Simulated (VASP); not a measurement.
**AlInH4: relaxation of cell and atoms with PBE**

AlInH4:

```
CELL_PARAMETERS angstrom
0.00000 3.74091 3.74091
3.74091 0.00000 3.74091
3.74091 3.74091 0.00000
ATOMIC_POSITIONS crystal
Al 0.50000 0.50000 0.50000
In 0.25000 0.25000 0.25000
H 0.62634 0.12098 0.62634
H 0.62634 0.62634 0.62634
H 0.12098 0.62634 0.62634
H 0.62634 0.62634 0.12098
```

The cell was built from a structure type or drawn by symmetry, and may not be a known phase.

| Quantity | Value |
| --- | --- |
| Program | VASP 6.6.1 |
| Task | relaxation of cell and atoms |
| Functional | PBE |
| Potentials or basis | VASP PAW PBE potentials, release 64 (Al, In_d, H) |
| Cutoff | 600 eV |
| k mesh | 6 × 6 × 6 |
| Occupations | gaussian, width 0.02 eV |
| Spin | no spin polarisation |
| Dipole correction | no |
| Further INCAR settings | ALGO = Normal; EDIFF = 1e-07; IBRION = 2; EDIFFG = -0.01; NSW = 100; ISIF = 3 |

| Quantity | Value |
| --- | --- |
| Relaxed volume | 18.06 Å³/atom |
| Relaxed cell | a = 5.351 Å, b = 5.351 Å, c = 5.351 Å, α = 60.00°, β = 60.00°, γ = 60.00° |
| Space group after relaxing (to 0.1 Å) | F-43m (No. 216) |
| Energy gained by relaxing | 0.6 meV/atom |
| Ionic steps | 9 |
| Pressure after relaxing | 0.0 GPa |
| Band gap on the k mesh | 3.20 eV (least direct gap 3.38 eV) |

The path:
```csv
step,energy change (eV),largest force (eV/Å),pressure (GPa),volume (Å³)
1,0.0000,0.0205,0.22,104.70
2,-0.0006,0.0301,0.17,105.07
3,-0.0016,0.0585,-0.02,106.18
4,-0.0010,0.1141,-0.36,108.42
5,-0.0018,0.0764,-0.13,106.90
6,-0.0021,0.0677,-0.11,107.07
7,-0.0029,0.0412,-0.07,107.58
8,-0.0033,0.0129,0.02,108.61
9,-0.0034,0.0002,0.00,108.37
```

Final structure:
```
Al In H
1.0
     0.00000    3.78405    3.78405
     3.78405    0.00000    3.78405
     3.78405    3.78405    0.00000
Al In H
1 1 4
Direct
  0.50000 0.50000 0.50000
  0.25000 0.25000 0.25000
  0.62480 0.12559 0.62480
  0.62480 0.62480 0.62480
  0.12559 0.62480 0.62480
  0.62480 0.62480 0.12559
```

Levels at points of the mesh, in eV from the valence-band top:
```csv
k point,band 7,band 8,band 9,band 10,band 11,band 12,band 13,band 14
"(0.00, 0.00, 0.00)",-0.58,-0.58,-0.58,-0.53,3.20,3.20,3.20,5.58
"(0.50, 0.00, 0.00)",-3.17,-0.77,-0.77,-0.66,3.30,3.30,4.78,7.37
"(0.50, 0.50, 0.00)",-3.44,-1.17,-1.17,-1.09,3.42,4.31,4.31,8.21
```

It took 2.2 min on 1 thread of AMD EPYC 7R13 Processor (Zen 3) (shared host), peak memory 0.26 GiB.

Caveat: spin-orbit coupling is left out, which moves the levels of the heavy elements. A k mesh can miss the band edges.
